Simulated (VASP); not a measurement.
# MgO (Fm-3m) in VASP: notebook

The runs below take MgO through vibrations by perturbation theory, elastic constants, with PBE.

Program: VASP 6.6.1. These are calculated values, not measurements. Logs are shortened: lines on timing, memory, paths and dates and some standing lists are left out, and cuts for length are marked.

## 1. The cell of the first run

Symmetry: Fm-3m, No. 225, cubic system. The conventional cell has a = 4.257 Å, b = 4.257 Å, c = 4.257 Å, α = 90.00°, β = 90.00°, γ = 90.00°. Within 2.8 Å of Mg (site symmetry m-3m) lie 6 O at 2.13 Å. O (site symmetry m-3m) has 6 Mg at 2.13 Å within 2.8 Å.

## 2. Vibrations by perturbation theory, PBE

File INCAR:

```
SYSTEM = MgO
ALGO = Normal
EDIFF = 1E-8
ENCUT = 520
GGA = PE
IBRION = 8
ISIF = 2
ISMEAR = 0
LASPH = .True.
LCHARG = .False.
LEPSILON = .True.
LREAL = .False.
LWAVE = .False.
NBANDS = 11
NELM = 80
NSW = 1
PREC = Accurate
SIGMA = 0.01
```

File KPOINTS:

```
k-points
0
Gamma
  8 8 8
  0 0 0
```

File POSCAR:

```
MgO
1.0
    0.0000000000      2.1287000000      2.1287000000
    2.1287000000      0.0000000000      2.1287000000
    2.1287000000      2.1287000000      0.0000000000
Mg O
1 1
Direct
    0.0000000000      0.0000000000      0.0000000000
    0.5000000000      0.5000000000      0.5000000000
```

Potentials or basis: VASP PAW PBE potentials, release 64 (Mg, O).

Run with:

```bash
$ cat potpaw_PBE.64/Mg/POTCAR potpaw_PBE.64/O/POTCAR > POTCAR
$ mpirun -np 1 vasp_std > vasp.out
```

OUTCAR:

```text
SYSTEM = MgO
   EDIFF = 1E-8
   ENCUT = 520
   GGA = PE
   IBRION = 8
   ISIF = 2
   ISMEAR = 0
   LASPH = .True.
   LEPSILON = .True.
   LREAL = .False.
   NELM = 80
   NSW = 1
   PREC = Accurate

 ion  position               nearest neighbor table
   1  0.000  0.000  0.000-   2 2.13   2 2.13   2 2.13   2 2.13   2 2.13   2 2.13
   2  0.500  0.500  0.500-   1 2.13   1 2.13   1 2.13   1 2.13   1 2.13   1 2.13

  LATTYP: Found a face centered cubic cell.
 ALAT       =     4.2574000000

  Lattice vectors:

 A1 = (   0.0000000000,   2.1287000000,   2.1287000000)
 A2 = (   2.1287000000,   0.0000000000,   2.1287000000)
 A3 = (   2.1287000000,   2.1287000000,   0.0000000000)

Analysis of symmetry for initial positions (statically):
=====================================================================
 Subroutine PRICEL returns:
 Original cell was already a primitive cell.

 Routine SETGRP: Setting up the symmetry group for a
 face centered cubic supercell.

 Subroutine GETGRP returns: Found 48 space group operations
 (whereof 48 operations were pure point group operations)
 out of a pool of 48 trial point group operations.

The static configuration has the point symmetry O_h .

Analysis of symmetry for dynamics (positions and initial velocities):
=====================================================================
 Subroutine PRICEL returns:
 Original cell was already a primitive cell.

 Routine SETGRP: Setting up the symmetry group for a
 face centered cubic supercell.

 Subroutine GETGRP returns: Found 48 space group operations
 (whereof 48 operations were pure point group operations)
 out of a pool of 48 trial point group operations.

The dynamic configuration has the point symmetry O_h .

 Subroutine INISYM returns: Found 48 space group operations
 (whereof 48 operations are pure point group operations),
 and found     1 'primitive' translations

----------------------------------------------------------------------------------------

                                     Primitive cell

  volume of cell :      19.2918

  direct lattice vectors                    reciprocal lattice vectors
     0.000000000  2.128700000  2.128700000    -0.234885141  0.234885141  0.234885141
     2.128700000  0.000000000  2.128700000     0.234885141 -0.234885141  0.234885141
     2.128700000  2.128700000  0.000000000     0.234885141  0.234885141 -0.234885141

  length of vectors
     3.010436410  3.010436410  3.010436410     0.406832998  0.406832998  0.406832998

  position of ions in fractional coordinates (direct lattice)
     0.000000000  0.000000000  0.000000000
     0.500000000  0.500000000  0.500000000

  ion indices of the primitive-cell ions
   primitive index   ion index
                 1           1
                 2           2

----------------------------------------------------------------------------------------

 KPOINTS: k-points

Automatic generation of k-mesh.
 Grid dimensions read from file:
 generate k-points for:    8    8    8

 Generating k-lattice:

  Cartesian coordinates                     Fractional coordinates (reciprocal lattice)
[... 484 lines left out ...]

 Free energy of the ion-electron system (eV)
  ---------------------------------------------------
  ---------------------------------------------------
  free energy    TOTEN  =        -0.12815108 eV

  energy without entropy =       -0.12815108

------------------------ aborting loop because EDIFF is reached ----------------------------------------

--------------------------------------- Ionic step        2  -------------------------------------------

------------------------ aborting loop because EDIFF is reached ----------------------------------------

--------------------------------------- Ionic step        3  -------------------------------------------

------------------------ aborting loop because EDIFF is reached ----------------------------------------

 PIEZOELECTRIC TENSOR FIELD DIRECTION 3  (e Angst)
 -----------------------------------------------------------------------------
    -0.00012  0.00000  0.00000           ( -0.00001  0.00000  0.00000)
     0.00000 -0.00012 -0.00000           (  0.00000 -0.00001  0.00000)
    -0.00000 -0.00000 -0.00020           (  0.00000  0.00000 -0.00001)

 PIEZOELECTRIC TENSOR FIELD DIRECTION 3  (C/m^2)
 -----------------------------------------------------------------------------
    -0.00010  0.00000  0.00000
     0.00000 -0.00010 -0.00000
    -0.00000 -0.00000 -0.00017

--------------------------------------- Ionic step        4  -------------------------------------------

------------------------ aborting loop because EDIFF is reached ----------------------------------------

[... ionic steps 5 to 6 ...]

--------------------------------------- Ionic step        7  -------------------------------------------

 Free energy of the ion-electron system (eV)
  ---------------------------------------------------
  ---------------------------------------------------
  free energy    TOTEN  =        -0.36012402 eV

  energy without entropy =       -0.36012402

------------------------ aborting loop because EDIFF is reached ----------------------------------------

 INTERNAL STRAIN TENSOR  FOR ION    2  DIRECTION 1   (eV/Angst):
 -----------------------------------------------------------------------------
    -0.00515  0.00000  0.00000
     0.00000  0.00698 -0.00000
    -0.00000 -0.00000  0.00698

 MACROSCOPIC STATIC DIELECTRIC TENSOR (including local field effects in DFT)
 ------------------------------------------------------
           3.177020    -0.000000     0.000000
          -0.000000     3.177020     0.000000
          -0.000000    -0.000000     3.177020
 ------------------------------------------------------

 PIEZOELECTRIC TENSOR (including local field effects)  for field in x, y, z        (e  Angst)
          XX          YY          ZZ          XY          YZ          ZX
  --------------------------------------------------------------------------------
  x     0.00000     0.00000     0.00000     0.00000     0.00000     0.00000
  y     0.00000     0.00000     0.00000     0.00000     0.00000     0.00000
  z     0.00000     0.00000     0.00000     0.00000     0.00000     0.00000

 PIEZOELECTRIC TENSOR (including local field effects)  for field in x, y, z        (C/m^2)
          XX          YY          ZZ          XY          YZ          ZX
  --------------------------------------------------------------------------------
  x     0.00000     0.00000     0.00000     0.00000     0.00000     0.00000
  y     0.00000     0.00000     0.00000     0.00000     0.00000     0.00000
  z     0.00000     0.00000     0.00000     0.00000     0.00000     0.00000

 BORN EFFECTIVE CHARGES (including local field effects) (in |e|, cummulative output)
 ---------------------------------------------------------------------------------
 ion    1
    1     1.98282     0.00000     0.00000
    2    -0.00000     1.98282     0.00000
    3     0.00000     0.00000     1.98282
 ion    2
    1    -1.98282     0.00000     0.00000
    2     0.00000    -1.98282    -0.00000
    3    -0.00000     0.00000    -1.98282

 INTERNAL STRAIN TENSOR FOR ION    2 for displacements in x,y,z  (eV/Angst):
          X           Y           Z          XY          YZ          ZX
  --------------------------------------------------------------------------------
  x     0.00000     0.00000     0.00000     0.00000     0.00000     0.00000
  y     0.00000     0.00000     0.00000     0.00000     0.00000     0.00000
  z     0.00000     0.00000     0.00000     0.00000     0.00000     0.00000

 SECOND DERIVATIVES (NOT SYMMETRIZED)
 ------------------------------------
               1X          1Y          1Z          2X          2Y          2Z
  1X    -4.728563    0.000000    0.000000    4.728563    0.000000    0.000000
  1Y     0.000000   -4.728563    0.000000    0.000000    4.728563    0.000000
  1Z     0.000000    0.000000   -4.728563    0.000000    0.000000    4.728563
  2X     4.744142    0.000000    0.000000   -4.744142    0.000000    0.000000
  2Y     0.000000    4.744142    0.000000    0.000000   -4.744142    0.000000
  2Z     0.000000    0.000000    4.744142    0.000000    0.000000   -4.744142

 Eigenvectors and eigenvalues of the dynamical matrix
 ----------------------------------------------------

   1 f  =   10.955144 THz    68.833201 2PiTHz  365.424273 cm-1    45.306815 meV
             X         Y         Z           dx          dy          dz
      0.000000  0.000000  0.000000     0.000000    0.629433    0.000000
      2.128700  2.128700  2.128700     0.000000   -0.777055    0.000000
[... 21 lines left out ...]
   6 f/i=    0.008812 THz     0.055368 2PiTHz    0.293937 cm-1     0.036444 meV
             X         Y         Z           dx          dy          dz
      0.000000  0.000000  0.000000     0.000000    0.000000    0.777055
      2.128700  2.128700  2.128700     0.000000    0.000000    0.629433

--------------------------------------------------------------------------------------------------------

 MACROSCOPIC STATIC DIELECTRIC TENSOR IONIC CONTRIBUTION
 ------------------------------------------------------
           7.785989     0.000000     0.000000
           0.000000     7.785989     0.000000
           0.000000     0.000000     7.785989
 ------------------------------------------------------

 ELASTIC MODULI CONTR FROM IONIC RELAXATION (kBar)
 Direction    XX          YY          ZZ          XY          YZ          ZX
 --------------------------------------------------------------------------------
 XX           0.0000      0.0000      0.0000      0.0000      0.0000      0.0000
 YY           0.0000      0.0000      0.0000      0.0000      0.0000      0.0000
 ZZ           0.0000      0.0000      0.0000      0.0000      0.0000      0.0000
 XY           0.0000      0.0000      0.0000      0.0000      0.0000      0.0000
 YZ           0.0000      0.0000      0.0000      0.0000      0.0000      0.0000
 ZX           0.0000      0.0000      0.0000      0.0000      0.0000      0.0000
 --------------------------------------------------------------------------------

 PIEZOELECTRIC TENSOR IONIC CONTR  for field in x, y, z        (C/m^2)
          XX          YY          ZZ          XY          YZ          ZX
  --------------------------------------------------------------------------------
  x     0.00000     0.00000     0.00000     0.00000     0.00000     0.00000
  y     0.00000     0.00000     0.00000     0.00000     0.00000     0.00000
  z     0.00000     0.00000     0.00000     0.00000     0.00000     0.00000
```

Wall time 75 s (1 thread of AMD EPYC 9R14 (Zen 4), shared host); peak memory 0.14 GiB.

Results:

| Item | Value |
| --- | --- |
| Electronic dielectric tensor (diagonal) | 3.18 |
| Born charges (mean of the diagonal) | Mg +1.98; O -1.98 e |
| Highest phonon frequency at Γ, LO-TO splitting left out | 365 cm⁻¹ |

Phonon frequencies in cm⁻¹ (negative: imaginary):
| q point | frequencies |
| --- | --- |
| (0.000, 0.000, 0.000) | 0 0 0 365 365 365 |

Electronic dielectric tensor:
```
3.18 0.00 0.00
0.00 3.18 0.00
0.00 0.00 3.18
```

Born effective charge tensors (e):
atom 1, Mg
```
1.98 0.00 0.00
0.00 1.98 0.00
0.00 0.00 1.98
```
atom 2, O
```
-1.98  0.00  0.00
 0.00 -1.98  0.00
 0.00  0.00 -1.98
```

Caveat: the cell wasn't relaxed at this level first, which shifts response properties.

## 3. Elastic constants, PBE

File INCAR:

```
SYSTEM = MgO
PREC = Accurate ; ENCUT = 600
EDIFF = 1E-8 ; ISMEAR = 0
SIGMA = 0.01 ; LREAL = .FALSE.
LASPH = .TRUE. ; NELM = 100
ALGO = Normal ; ISIF = 3
LWAVE = .FALSE. ; LCHARG = .FALSE.
GGA = PE ; IBRION = 6
NFREE = 2 ; POTIM = 0.015
NSW = 1
```

File KPOINTS:

```
Automatic mesh
0
G
  8 8 8
  0 0 0
```

POSCAR is that of step 2.

Potentials or basis: VASP PAW PBE potentials, release 64 (Mg, O).

Run with:

```bash
$ cat potpaw_PBE.64/Mg/POTCAR potpaw_PBE.64/O/POTCAR > POTCAR
$ mpirun -np 1 vasp_std > vasp.out
```

OUTCAR:

```text
SYSTEM = MgO
   PREC = Accurate
   ENCUT = 600
   EDIFF = 1E-8
   ISMEAR = 0
   LREAL = .FALSE.
   LASPH = .TRUE.
   NELM = 100
   ISIF = 3
   GGA = PE
   IBRION = 6
   NFREE = 2
   POTIM = 0.015
   NSW = 1

 ion  position               nearest neighbor table
   1  0.000  0.000  0.000-   2 2.13   2 2.13   2 2.13   2 2.13   2 2.13   2 2.13
   2  0.500  0.500  0.500-   1 2.13   1 2.13   1 2.13   1 2.13   1 2.13   1 2.13

  LATTYP: Found a face centered cubic cell.
 ALAT       =     4.2574000000

  Lattice vectors:

 A1 = (   0.0000000000,   2.1287000000,   2.1287000000)
 A2 = (   2.1287000000,   0.0000000000,   2.1287000000)
 A3 = (   2.1287000000,   2.1287000000,   0.0000000000)

Analysis of symmetry for initial positions (statically):
=====================================================================
 Subroutine PRICEL returns:
 Original cell was already a primitive cell.

 Routine SETGRP: Setting up the symmetry group for a
 face centered cubic supercell.

 Subroutine GETGRP returns: Found 48 space group operations
 (whereof 48 operations were pure point group operations)
 out of a pool of 48 trial point group operations.

The static configuration has the point symmetry O_h .

[... 632 lines left out ...]
  Total       -0.1538724     -0.1625668     -0.1625668      0.0000000      0.0000000      0.0000000
  in kB      -12.7790343    -13.5010940    -13.5010940      0.0000000      0.0000000      0.0000000
  external PRESSURE =     -13.2604074 kB  Pullay stress =       0.0000000 kB
[... 17 lines left out ...]
  FREE ENERGIE OF THE ION-ELECTRON SYSTEM (eV)
  ---------------------------------------------------
  free  energy   TOTEN  =       -11.9140927247 eV

  energy  without entropy=      -11.9140927247  energy(sigma->0) =      -11.91409272

 INTERNAL STRAIN TENSORS FROM STRAINED CELLS
 ============================================

 INTERNAL STRAIN TENSOR FOR ION    1 for displacements in x,y,z  (eV/Angst):
          X           Y           Z          XY          YZ          ZX
  --------------------------------------------------------------------------------
  x     0.00000    -0.00000    -0.00000    -0.00000     0.00000     0.00000
  y    -0.00000     0.00000     0.00000     0.00000     0.00000     0.00000
  z     0.00000    -0.00000    -0.00000     0.00000     0.00000     0.00000

 INTERNAL STRAIN TENSORS FROM DISPLACED ATOMS
 ============================================

 INTERNAL STRAIN TENSOR FOR ION    1 for displacements in x,y,z  (eV/Angst):
          X           Y           Z          XY          YZ          ZX
  --------------------------------------------------------------------------------
  x     0.00000     0.00000     0.00000     0.00000     0.00000     0.00000
  y     0.00000     0.00000     0.00000     0.00000     0.00000     0.00000
  z     0.00000     0.00000     0.00000     0.00000     0.00000     0.00000

 INTERNAL STRAIN TENSOR FOR ION    2 for displacements in x,y,z  (eV/Angst):
          X           Y           Z          XY          YZ          ZX
  --------------------------------------------------------------------------------
  x     0.00000     0.00000     0.00000     0.00000     0.00000     0.00000
  y     0.00000     0.00000     0.00000     0.00000     0.00000     0.00000
  z     0.00000     0.00000     0.00000     0.00000     0.00000     0.00000

 Eigenvectors and eigenvalues of the dynamical matrix
 ----------------------------------------------------

   1 f  =   10.948604 THz    68.792108 2PiTHz  365.206119 cm-1    45.279767 meV
             X         Y         Z           dx          dy          dz
      0.000000  0.000000  0.000000     0.000000    0.630055    0.000000
      2.128700  2.128700  2.128700     0.000000   -0.776551    0.000000
[... 21 lines left out ...]
   6 f/i=    0.000044 THz     0.000278 2PiTHz    0.001476 cm-1     0.000183 meV
             X         Y         Z           dx          dy          dz
      0.000000  0.000000  0.000000     0.000000    0.000000    0.776551
      2.128700  2.128700  2.128700     0.000000    0.000000    0.630055

--------------------------------------------------------------------------------------------------------

 ELASTIC MODULI CONTR FROM IONIC RELAXATION (kBar)
 Direction    XX          YY          ZZ          XY          YZ          ZX
 --------------------------------------------------------------------------------
 XX           0.0000      0.0000      0.0000      0.0000      0.0000      0.0000
 YY           0.0000      0.0000      0.0000      0.0000      0.0000      0.0000
 ZZ           0.0000      0.0000      0.0000      0.0000      0.0000      0.0000
 XY           0.0000      0.0000      0.0000      0.0000      0.0000      0.0000
 YZ           0.0000      0.0000      0.0000      0.0000      0.0000      0.0000
 ZX           0.0000      0.0000      0.0000      0.0000      0.0000      0.0000
 --------------------------------------------------------------------------------

 TOTAL ELASTIC MODULI (kBar)
 Direction    XX          YY          ZZ          XY          YZ          ZX
 --------------------------------------------------------------------------------
 XX        2644.2570    893.4662    893.4662      0.0000     -0.0000     -0.0000
 YY         893.4662   2644.2570    893.4662      0.0000      0.0000      0.0000
 ZZ         893.4662    893.4662   2644.2570      0.0000      0.0000     -0.0000
 XY           0.0000      0.0000      0.0000   1417.9304      0.0000      0.0000
 YZ          -0.0000      0.0000      0.0000      0.0000   1417.9304      0.0000
 ZX          -0.0000      0.0000     -0.0000      0.0000      0.0000   1417.9304
 --------------------------------------------------------------------------------
```

OSZICAR:

```text
N       E                     dE             d eps       ncg     rms          rms(c)
DAV:   1     0.220024154080E+02    0.22002E+02   -0.52012E+03   536   0.994E+02
DAV:   2    -0.128613029100E+02   -0.34864E+02   -0.32311E+02   520   0.151E+02
DAV:   3    -0.134681791666E+02   -0.60688E+00   -0.60688E+00   592   0.244E+01
[... 178 lines left out ...]
DAV:   3    -0.119140996903E+02    0.55212E-03   -0.13143E-03  1256   0.397E-01    0.371E-02
DAV:   4    -0.119140925688E+02    0.71215E-05   -0.26721E-04  1088   0.173E-01    0.219E-02
DAV:   5    -0.119140927734E+02   -0.20460E-06   -0.16903E-05  1064   0.458E-02    0.135E-02
DAV:   6    -0.119140927244E+02    0.49024E-07   -0.32911E-06  1136   0.229E-02    0.131E-03
DAV:   7    -0.119140927171E+02    0.72924E-08   -0.36991E-07  1104   0.668E-03    0.864E-04
DAV:   8    -0.119140927247E+02   -0.75743E-08   -0.22976E-08  1016   0.166E-03
  17 F= -.11914093E+02 E0= -.11914093E+02  d E =-.947784E-28
```

stdout:

```text
POSCAR found type information on POSCAR MgO
 POSCAR found :  2 types and       2 ions
 scaLAPACK will be used
 LDA part: xc-table for (Slater+PW92), standard interpolation
 POSCAR, INCAR and KPOINTS ok, starting setup
 FFT: planning ... GRIDC
 FFT: planning ... GRID_SOFT
 FFT: planning ... GRID
 WAVECAR not read
 entering main loop
 Found     2 degrees of freedom:
 Adding 6 more for cell shape distortion
 Finite differences POTIM= 0.01500 DOF=   8
 bond charge predicted
 Finite differences progress:
 bond charge predicted
 Finite differences progress:
 bond charge predicted
 Finite differences progress:
 bond charge predicted
 Finite differences progress:
 bond charge predicted
 Finite differences progress:
 bond charge predicted
 Finite differences progress:
 bond charge predicted
 Finite differences progress:
 bond charge predicted
 Finite differences progress:
 bond charge predicted
 Finite differences progress:
 bond charge predicted
 Finite differences progress:
 bond charge predicted
 Finite differences progress:
 bond charge predicted
 Finite differences progress:
 bond charge predicted
 Finite differences progress:
 bond charge predicted
 Finite differences progress:
 bond charge predicted
 Finite differences progress:
 bond charge predicted
 Finite differences progress:
```

Wall time 1.8 min (1 thread of AMD EPYC 9R14 (Zen 4), shared host); peak memory 0.17 GiB.

What came out:

```
Elastic constants C11, C12, C44                         : 264, 89, 142 GPa
Voigt bulk modulus                                      : 148 GPa
Highest phonon frequency at Γ, LO-TO splitting left out : 365 cm⁻¹
```

Phonon frequencies in cm⁻¹ (negative: imaginary):
| q point | frequencies |
| --- | --- |
| (0.000, 0.000, 0.000) | 0 0 0 365 365 365 |

Elastic tensor in Voigt notation (GPa, in the Cartesian axes of the cell as first typed):
```
264  89  89   0   0   0
 89 264  89   0   0   0
 89  89 264   0   0   0
  0   0   0 142   0   0
  0   0   0   0 142   0
  0   0   0   0   0 142
```

Clamped-ion elastic tensor (GPa):
```
264  89  89   0   0   0
 89 264  89   0   0   0
 89  89 264   0   0   0
  0   0   0 142   0   0
  0   0   0   0 142   0
  0   0   0   0   0 142
```

Caveat: the cell is under stress, which shifts elastic constants.
